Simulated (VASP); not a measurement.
Set up this calculation in VASP 6.6.1, as the native input.

```yaml
Task: single point
Functional: PBE
Potentials_or_basis: VASP PAW PBE potentials, release 64 (Si, Ni)
Cutoff: 520 eV
k_mesh: 12 × 12 × 18
Occupations: gaussian, width 0.1 eV
Spin: no spin polarisation
Dipole_correction: no
Further_INCAR_settings: ALGO = Normal; EDIFF = 1e-06; NBANDS = 19
```

The structure of SiNi2 lies in POSCAR:

```
SiNi2
1.0
    3.9669050090      0.0000000000      0.0000000000
   -1.9834525045      3.4354405122      0.0000000000
    0.0000000000      0.0000000000      2.4824966292
Si Ni
1 2
Direct
    0.0000000000      0.0000000000      0.0000000000
    0.3333333333      0.6666666667      0.5000000000
    0.6666666667      0.3333333333      0.5000000000
```

One way to write it, as run:

INCAR

```
PREC = Accurate
ENCUT = 520
EDIFF = 1E-6
ISMEAR = 0
SIGMA = 0.1
LREAL = False
LASPH = True
NELM = 100
ALGO = Normal
ISIF = 2
LWAVE = False
LCHARG = True
GGA = PE
LELF = True
LVHAR = True
NBANDS = 19
```

KPOINTS

```
regular mesh
0
Gamma
  12 12 18
```

Potentials or basis: VASP PAW PBE potentials, release 64 (Si, Ni).

Run with:

```console
$ cat potpaw_PBE.64/Si/POTCAR potpaw_PBE.64/Ni/POTCAR > POTCAR
$ mpirun -np 1 vasp_std > vasp.out
```

Results of the run:

```yaml
Pressure: -0.1 GPa
Band_gap_on_the_k_mesh: zero (band 12 reaches 12.21 eV, above the bottom of band 13 at 10.27 eV)
```

Wall time 71 s on 1 thread of Intel(R) Xeon(R) Platinum 8488C (Sapphire Rapids) (shared host), peak memory 0.23 GiB.
